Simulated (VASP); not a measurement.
# SnSe (Pnma) in VASP: further runs

SnSe is run at these levels: r2SCAN, PBE; tasks: single point.

Everything below comes from runs of VASP 6.6.1. Logs are shortened: lines on timing, memory, paths and dates and some standing lists are left out, and cuts for length are marked.

**Measured values to compare with.**

From “Linear dichroism of the optical properties of SnS and SnSe van der Waals crystals”, 2024, arxiv:2409.17412, for a bulk crystal of SnSe: band gap 0.89 eV (indirect) at 300 K; band gap 0.99 eV (indirect) at 20 K.

How close the calculation comes is told below.

### 1 The cell of the first run

Symmetry: Pnma, No. 62, orthorhombic system. Conventional cell: a = 11.672 Å, b = 4.124 Å, c = 4.700 Å, α = 90.00°, β = 90.00°, γ = 90.00°. Sn (site symmetry m) has 6 Se at 2.76 to 3.56 Å and 2 Sn at 3.67 Å within 3.7 Å. Within 3.6 Å of Se (site symmetry m) lie 6 Sn at 2.76 to 3.56 Å.

### 2 Single point, r2SCAN

File POSCAR:

```
SnSe
1.0
   11.6721854700      0.0000000000      0.0000000000
    0.0000000000      4.1239908000      0.0000000000
    0.0000000000      0.0000000000      4.6998035000
Sn Se
4 4
Direct
    0.1199647300      0.2500000000      0.1247983000
    0.3800352700      0.7500000000      0.6247983000
    0.6199647300      0.2500000000      0.3752017000
    0.8800352700      0.7500000000      0.8752017000
    0.3520938900      0.2500000000      0.0117193100
    0.1479061100      0.7500000000      0.5117193100
    0.8520938900      0.2500000000      0.4882806900
    0.6479061100      0.7500000000      0.9882806900
```

File INCAR.step1:

```
SYSTEM = SnSe
  PREC = Accurate
  ENCUT = 550
  ISMEAR = -1
  SIGMA = 0.02
  LREAL = .False.
  LASPH = .True.
  NELM = 120
  NBANDS = 50
  GGA = PE
  ALGO = Normal
  EDIFF = 1E-5
  LWAVE = .True.
  LCHARG = .False.
  GGA_COMPAT = .False.
  KPAR = 4
```

File INCAR.step2:

```
SYSTEM = SnSe
  PREC = Accurate
  ENCUT = 550
  EDIFF = 1E-6
  ISMEAR = -1
  SIGMA = 0.02
  LREAL = .False.
  LASPH = .True.
  NELM = 120
  ALGO = Normal
  ISIF = 2
  LWAVE = .False.
  LCHARG = .False.
  METAGGA = R2SCAN
  LMIXTAU = .True.
  NBANDS = 50
  ISTART = 1
  GGA_COMPAT = .False.
  KPAR = 4
```

File KPOINTS:

```
regular mesh
0
Gamma
  4 8 6
  0 0 0
```

Potentials or basis: VASP PAW PBE potentials, release 64 (Sn_d, Se).

Run with:

```bash
$ cat potpaw_PBE.64/Sn_d/POTCAR potpaw_PBE.64/Se/POTCAR > POTCAR
$ cp INCAR.step1 INCAR
$ mpirun -np 4 vasp_std > vasp.out
$ cp INCAR.step2 INCAR
$ mpirun -np 4 vasp_std > vasp.out
```

OUTCAR:

```text
SYSTEM = SnSe
   PREC = Accurate
   ENCUT = 550
   EDIFF = 1E-6
   ISMEAR = -1
   LREAL = .False.
   LASPH = .True.
   NELM = 120
   ISIF = 2
   METAGGA = R2SCAN
   ISTART = 1

 ion  position               nearest neighbor table
   1  0.120  0.250  0.125-   5 2.76   6 2.77   6 2.77   4 3.67   4 3.67
   2  0.380  0.750  0.625-   6 2.76   5 2.77   5 2.77   3 3.67   3 3.67
   3  0.620  0.250  0.375-   7 2.76   8 2.77   8 2.77   2 3.67   2 3.67
   4  0.880  0.750  0.875-   8 2.76   7 2.77   7 2.77   1 3.67   1 3.67
   5  0.352  0.250  0.012-   1 2.76   2 2.77   2 2.77
   6  0.148  0.750  0.512-   2 2.76   1 2.77   1 2.77
   7  0.852  0.250  0.488-   3 2.76   4 2.77   4 2.77
   8  0.648  0.750  0.988-   4 2.76   3 2.77   3 2.77

  LATTYP: Found a simple orthorhombic cell.
 ALAT       =     4.1239908000
 B/A-ratio  =     1.1396251175
 C/A-ratio  =     2.8303131690

  Lattice vectors:

 A1 = (   0.0000000000,   4.1239908000,   0.0000000000)
 A2 = (   0.0000000000,   0.0000000000,   4.6998035000)
 A3 = (  11.6721854700,   0.0000000000,   0.0000000000)

Analysis of symmetry for initial positions (statically):
=====================================================================
 Subroutine PRICEL returns:
 Original cell was already a primitive cell.

 Routine SETGRP: Setting up the symmetry group for a
 simple orthorhombic supercell.

 Subroutine GETGRP returns: Found  8 space group operations
 (whereof  2 operations were pure point group operations)
 out of a pool of  8 trial point group operations.

The static configuration has the point symmetry S_2 .
 The point group associated with its full space group is D_2h.

Analysis of symmetry for dynamics (positions and initial velocities):
=====================================================================
 Subroutine PRICEL returns:
 Original cell was already a primitive cell.

 Routine SETGRP: Setting up the symmetry group for a
 simple orthorhombic supercell.

 Subroutine GETGRP returns: Found  8 space group operations
 (whereof  2 operations were pure point group operations)
 out of a pool of  8 trial point group operations.

The dynamic configuration has the point symmetry S_2 .
 The point group associated with its full space group is D_2h.

 Subroutine INISYM returns: Found  8 space group operations
 (whereof  2 operations are pure point group operations),
 and found     1 'primitive' translations

----------------------------------------------------------------------------------------

                                     Primitive cell

  volume of cell :     226.2297

  direct lattice vectors                    reciprocal lattice vectors
    11.672185470  0.000000000  0.000000000     0.085673759  0.000000000  0.000000000
     0.000000000  4.123990800  0.000000000     0.000000000  0.242483567  0.000000000
     0.000000000  0.000000000  4.699803500     0.000000000  0.000000000  0.212774853

  length of vectors
    11.672185470  4.123990800  4.699803500     0.085673759  0.242483567  0.212774853

  position of ions in fractional coordinates (direct lattice)
     0.119964730  0.250000000  0.124798300
     0.380035270  0.750000000  0.624798300
     0.619964730  0.250000000  0.375201700
     0.880035270  0.750000000  0.875201700
     0.352093890  0.250000000  0.011719310
     0.147906110  0.750000000  0.511719310
     0.852093890  0.250000000  0.488280690
     0.647906110  0.750000000  0.988280690

  ion indices of the primitive-cell ions
   primitive index   ion index
                 1           1
                 2           2
                 3           3
                 4           4
                 5           5
                 6           6
                 7           7
                 8           8

----------------------------------------------------------------------------------------

 KPOINTS: regular mesh

Automatic generation of k-mesh.
 Grid dimensions read from file:
 generate k-points for:    4    8    6

 Generating k-lattice:

  Cartesian coordinates                     Fractional coordinates (reciprocal lattice)
     0.021418440  0.000000000  0.000000000     0.250000000  0.000000000  0.000000000
     0.000000000  0.030310446  0.000000000     0.000000000  0.125000000  0.000000000
     0.000000000  0.000000000  0.035462476     0.000000000  0.000000000  0.166666667

  Length of vectors
     0.021418440  0.030310446  0.035462476

  Shift w.r.t. Gamma in fractional coordinates (k-lattice)
     0.000000000  0.000000000  0.000000000

 Subroutine IBZKPT returns following result:
 ===========================================

 Found     60 irreducible k-points:

 Following reciprocal coordinates:
            Coordinates               Weight
  0.000000  0.000000  0.000000      1.000000
  0.250000  0.000000  0.000000      2.000000
  0.500000  0.000000  0.000000      1.000000
  0.000000  0.125000  0.000000      2.000000
  0.250000  0.125000  0.000000      4.000000
  0.500000  0.125000  0.000000      2.000000
[... 16 lines left out ...]
  0.250000  0.250000  0.166667      8.000000
  0.500000  0.250000  0.166667      4.000000
 [... further k-points ...]
   k-points           NKPTS =     60   k-points in BZ     NKDIM =     60   number of bands    NBANDS=     50
   number of dos      NEDOS =    301   number of ions     NIONS =      8
   total plane-waves  NPLWV = 103680
   dimension x,y,z NGX =    90 NGY =   32 NGZ =   36
   dimension x,y,z NGXF=   180 NGYF=   64 NGZF=   72
   ions per type =               4   4
   NGX,Y,Z   is equivalent  to a cutoff of  12.82, 12.90, 12.73 a.u.
   NGXF,Y,Z  is equivalent  to a cutoff of  25.64, 25.80, 25.47 a.u.
 SYSTEM =  SnSe
   PREC   = accura    normal or accurate (medium, high low for compatibility)
   ISTART =      1    job   : 0-new  1-cont  2-samecut
   ICHARG =      0    charge: 1-file 2-atom 10-const
   ISPIN  =      1    spin polarized calculation?
   LNONCOLLINEAR =      F non collinear calculations
   LSORBIT =      F    spin-orbit coupling
   LASPH  =      T    aspherical Exc in radial PAW
   ENCUT  =  550.0 eV  40.42 Ry    6.36 a.u.  22.32  7.89  8.99*2*pi/ulx,y,z
   NELM   =    120;   NELMIN=  2; NELMDL=  0     # of ELM steps
   EDIFF  = 0.1E-05   stopping-criterion for ELM
   LREAL  =      F    real-space projection
   EDIFFG = 0.1E-04   stopping-criterion for IOM
   NSW    =      0    number of steps for IOM
   IBRION =     -1    ionic relax: 0-MD 1-quasi-New 2-CG
   NFREE  =      0    steps in history (QN), initial steepest desc. (CG)
   ISIF   =      2    stress and relaxation
   ISYM   =      2    0-nonsym 1-usesym 2-fastsym
   POTIM  = 0.5000    time-step for ionic-motion
   TEBEG  =    0.0;   TEEND  =   0.0 temperature during run
   PSTRESS=    0.0 pullay stress
   NELECT =      80.0000    total number of electrons
   NUPDOWN=      -1.0000    fix difference up-down
   EMIN   =  10.00;   EMAX   =-10.00  energy-range for DOS
   EFERMI =   0.00;   METHOD = LEGACY
   ISMEAR =    -1;   SIGMA  =   0.02  broadening in eV -4-tet -1-fermi 0-gaus
   EFERMI_NEDOS =   21; number of points for ismear=-14 and -15
   IALGO  =     38    algorithm
   IMIX   =      4    mixing-type and parameters
     AMIX     =   0.40;   BMIX     =  1.00
     AMIX_MAG =   1.60;   BMIX_MAG =  1.00
  volume/ion in A,a.u.               =      28.28       190.83
  Fermi-wavevector in a.u.,A,eV,Ry     =   1.157679  2.187697 18.234822  1.340222
  Thomas-Fermi vector in A             =   2.294289
   LORBIT       =      0    0 simple, 1 ext, 2 COOP (PROOUT), +10 PAW based schemes
   METAGGA = R2SCAN    functional components
   LHFCALC =     F    Hartree Fock is set to
   AEXX    =    0.0000 exact exchange contribution
   IVDW    =     0    specifies the selected vdW correction
   LEPSILON=     F    determine dielectric tensor
   LRPA    =     F    only Hartree local field effects (RPA)
 non-spin polarized calculation
  energy-cutoff  :      550.00
  volume of cell :      226.23
 maximum number of plane-waves:      6660
 NGX is ok and might be reduce to    90
   NGX = 45   NGY = 15   NGZ = 17

 number of electron      79.9999989 magnetization

 Free energy of the ion-electron system (eV)
  ---------------------------------------------------
  ext. energy  EPLUGINS =         0.00000000
  ---------------------------------------------------
  free energy    TOTEN  =      -159.84939102 eV

  energy without entropy =     -159.84939102  energy(sigma->0) =     -159.84939102

 E-fermi :   5.0101     XC(G=0):  -9.9414

 val. band max:        4.5969908341   @ k =   0.0000   0.0000   0.3333
 cond. band min:       5.6573716903   @ k =   0.0000   0.3750   0.0000
 fundamental gap:      1.0603808562
 Fermi energy:         5.0100802609

 k-point     1 :       0.0000    0.0000    0.0000
  band No.  band energies     occupation
      1     -17.2880      2.00000
      2     -17.2760      2.00000
      3     -17.2694      2.00000
      4     -17.2651      2.00000
      5     -17.2624      2.00000
      6     -17.2615      2.00000
[... 42 lines left out ...]
     49       9.6005      0.00000
     50       9.9538      0.00000

 k-point     2 :       0.2500    0.0000    0.0000
  band No.  band energies     occupation
      1     -17.2867      2.00000
      2     -17.2788      2.00000
      3     -17.2674      2.00000
      4     -17.2648      2.00000
      5     -17.2630      2.00000
      6     -17.2628      2.00000
[... 42 lines left out ...]
     49       9.9280      0.00000
     50       9.9917      0.00000

 k-point     3 :       0.5000    0.0000    0.0000
  band No.  band energies     occupation
      1     -17.2833      2.00000
      2     -17.2833      2.00000
      3     -17.2648      2.00000
      4     -17.2648      2.00000
      5     -17.2640      2.00000
      6     -17.2640      2.00000
[... 1102 lines left out ...]
     49       8.9941      0.00000
     50       9.5657      0.00000

 k-point    24 :       0.5000    0.2500    0.1667
  band No.  band energies     occupation
      1     -17.2781      2.00000
      2     -17.2781      2.00000
      3     -17.2715      2.00000
      4     -17.2715      2.00000
      5     -17.2620      2.00000
      6     -17.2620      2.00000
[... 42 lines left out ...]
     49       9.2128      0.00000
     50       9.2128      0.00000

 [... further k-points ...]

------------------------ aborting loop because EDIFF is reached ----------------------------------------

  FORCE on cell =-STRESS in cart. coord.  units (eV):
  Direction    XX          YY          ZZ          XY          YZ          ZX
  --------------------------------------------------------------------------------------
  -------------------------------------------------------------------------------------
  Total        0.0708842      0.0387602      0.0622253      0.0000000      0.0000000      0.0000000
  in kB        0.5020075      0.2745028      0.4406849      0.0000000      0.0000000      0.0000000
  external PRESSURE =       0.4057317 kB  Pullay stress =       0.0000000 kB

 VOLUME and BASIS-vectors are now :
 -----------------------------------------------------------------------------
  energy-cutoff  :      550.00
  volume of cell :      226.23
      direct lattice vectors                 reciprocal lattice vectors
    11.672185470  0.000000000  0.000000000     0.085673759  0.000000000  0.000000000
     0.000000000  4.123990800  0.000000000     0.000000000  0.242483567  0.000000000
     0.000000000  0.000000000  4.699803500     0.000000000  0.000000000  0.212774853

 POSITION                                       TOTAL-FORCE (eV/Angst)
 -----------------------------------------------------------------------------------
      1.40025      1.03100      0.58653        -0.017373     -0.000000     -0.017792
      4.43584      3.09299      2.93643         0.017373      0.000000     -0.017792
      7.23634      1.03100      1.76337        -0.017373     -0.000000      0.017792
     10.27193      3.09299      4.11328         0.017373     -0.000000      0.017792
      4.10971      1.03100      0.05508         0.005295      0.000000      0.018000
      1.72639      3.09299      2.40498        -0.005295      0.000000      0.018000
      9.94580      1.03100      2.29482         0.005295     -0.000000     -0.018000
      7.56248      3.09299      4.64473        -0.005295     -0.000000     -0.018000
 -----------------------------------------------------------------------------------
    total drift:                                0.000000      0.000000      0.000000

  FREE ENERGIE OF THE ION-ELECTRON SYSTEM (eV)
  ---------------------------------------------------
  free  energy   TOTEN  =      -159.8493910222 eV

  energy  without entropy=     -159.8493910221  energy(sigma->0) =     -159.84939102
```

It took 8.9 min on 4 MPI ranks of Intel Xeon Platinum 8488C (Sapphire Rapids), shared host; peak memory 0.73 GiB.

What came out:

* Free energy: -159.8494 eV
* Pressure: 0.0 GPa
* Largest force: 0.025 eV/Å
* Band gap on the k mesh: 1.06 eV (least direct gap 1.41 eV)

Forces in eV/Å, atoms in the order of the input:
```
Sn  -0.017  0.000 -0.018
Sn   0.017  0.000 -0.018
Sn  -0.017  0.000  0.018
Sn   0.017  0.000  0.018
Se   0.005  0.000  0.018
Se  -0.005  0.000  0.018
Se   0.005  0.000 -0.018
Se  -0.005  0.000 -0.018
```

Caveat: the PAW data sets were made with another functional, which shifts forces and pressure a little; spin-orbit coupling is left out, which moves the levels of the heavy elements.

(Continued in part 2 of 2.)
